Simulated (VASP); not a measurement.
The system is Hf2SiOF2.

```
CELL_PARAMETERS angstrom
3.82521 0.00000 0.00000
0.00000 3.82521 0.00000
0.00000 0.00000 6.38419
ATOMIC_POSITIONS crystal
Hf 0.50000 0.00000 0.31821
Hf 0.00000 0.50000 0.68179
Si 0.50000 0.50000 0.00000
O 0.00000 0.00000 0.00000
F 0.50000 0.00000 0.82913
F 0.00000 0.50000 0.17087
```

The cell was generated, and may not be a known phase.

* Program: VASP 6.6.1
* Task: relaxation of cell and atoms
* Functional: PBE
* Potentials or basis: VASP PAW PBE potentials, release 64 (Hf_pv, Si, O, F)
* Cutoff: 600 eV
* k mesh: 4 × 4 × 4
* Occupations: gaussian, width 0.1 eV
* Spin: no spin polarisation

At the start: pressure -6.3 GPa; volume 15.57 Å³/atom.

Problem. Where does the relaxation end?

Solution. Over 42 steps the energy falls by 1543.2 meV/atom and the volume is 19.16 Å³/atom (+23.1 %); space group P-4m2 (No. 115, to 0.1 Å) before and after.

Step by step:
| step | energy change (eV) | largest force (eV/Å) | pressure (GPa) | volume (Å³) |
| --- | --- | --- | --- | --- |
| 1 | 0.0000 | 2.8261 | -6.27 | 93.41 |
| 3 | -1.4238 | 3.1009 | 25.70 | 71.52 |
| 5 | -1.9608 | 2.8254 | 15.60 | 75.04 |
| 7 | -3.9409 | 0.5925 | 22.36 | 72.64 |
| 9 | -4.6876 | 1.0028 | -1.97 | 85.27 |
| 11 | -4.7498 | 0.9895 | -0.95 | 84.85 |
| 13 | -5.3648 | 1.0887 | 1.26 | 87.88 |
| 15 | -5.8964 | 1.4322 | 6.19 | 91.39 |
| 17 | -5.9857 | 1.6762 | 6.34 | 92.43 |
| 19 | -6.2404 | 3.1921 | 6.67 | 97.10 |
| 21 | -7.4410 | 2.8077 | 1.09 | 104.84 |
| 23 | -6.5401 | 6.3738 | -7.96 | 136.95 |
| 25 | -8.9554 | 1.6538 | -7.46 | 121.52 |
| 27 | -9.1269 | 0.7682 | -3.92 | 119.31 |
| 29 | -9.2373 | 0.2477 | 0.14 | 113.94 |
| 31 | -9.2391 | 0.1365 | 0.09 | 113.86 |
| 33 | -9.2407 | 0.2338 | -0.16 | 114.09 |
| 35 | -9.2483 | 0.1878 | -0.31 | 114.55 |
| 37 | -9.2535 | 0.1063 | -0.95 | 116.36 |
| 39 | -9.2588 | 0.0656 | 0.29 | 114.81 |
| 41 | -9.2587 | 0.1161 | -0.03 | 115.00 |
| 42 | -9.2591 | 0.0198 | 0.08 | 114.98 |

Final structure:
```
Hf Si O F
1.0
     4.65447    0.00000    0.00000
     0.00000    4.65447    0.00000
     0.00000    0.00000    5.30720
Hf Si O F
2 1 1 2
Direct
  0.50000 0.00000 0.12961
  0.00000 0.50000 0.87039
  0.50000 0.50000 0.00000
  0.00000 0.00000 0.00000
  0.50000 0.00000 0.48911
  0.00000 0.50000 0.51089
```

Caveat: the k points lie up to 0.34 Å⁻¹ apart in the final cell; the volume moved by over 15 % at a fixed basis, so the end points are rough.
